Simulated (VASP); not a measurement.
Write the native input for VASP 6.6.1 that does the following.

* Task: single point
* Functional: PBE
* Potentials or basis: VASP PAW PBE potentials, release 64 (Si, Ru_pv)
* Cutoff: 520 eV
* k mesh: 10 × 10 × 10
* Occupations: gaussian, width 0.1 eV
* Spin: no spin polarisation
* Dipole correction: no
* Further INCAR settings: ALGO = Normal; EDIFF = 1e-06; NBANDS = 23

The structure of Si4Ru lies in POSCAR:

```
Si4Ru
1.0
   -2.7542215069      2.7542215069      2.7542215069
    2.7542215069     -2.7542215069      2.7542215069
    2.7542215069      2.7542215069     -2.7542215069
Si Ru
4 1
Direct
    0.0000000000      0.0000000000      0.5000000000
    0.0000000000      0.5000000000      0.0000000000
    0.5000000000      0.0000000000      0.0000000000
    0.5000000000      0.5000000000      0.5000000000
    0.0000000000      0.0000000000      0.0000000000
```

The cell was built from a structure type or drawn by symmetry, and may not be a known phase.

One way to write it, as run:

INCAR

```
SYSTEM = Si4Ru
PREC = Accurate
ENCUT = 520
EDIFF = 1E-6
ISMEAR = 0
SIGMA = 0.1
LREAL = .False.
LASPH = .True.
NELM = 60
ALGO = Normal
ISIF = 2
LWAVE = .False.
LCHARG = .False.
GGA = PE
NBANDS = 23
```

KPOINTS

```
Automatic mesh
0
Gamma
  10 10 10
  0 0 0
```

Potentials or basis: VASP PAW PBE potentials, release 64 (Si, Ru_pv).

Run with:

```sh
$ cat potpaw_PBE.64/Si/POTCAR potpaw_PBE.64/Ru_pv/POTCAR > POTCAR
$ mpirun -np 1 vasp_std > vasp.out
```

It gave:

- Pressure: 0.0 GPa
- Band gap on the k mesh: zero (bands 15 and 16 overlap by 0.69 eV)

It took 120 s on 1 thread of Intel Xeon 8259CL, on a shared host, peak memory 0.25 GiB.
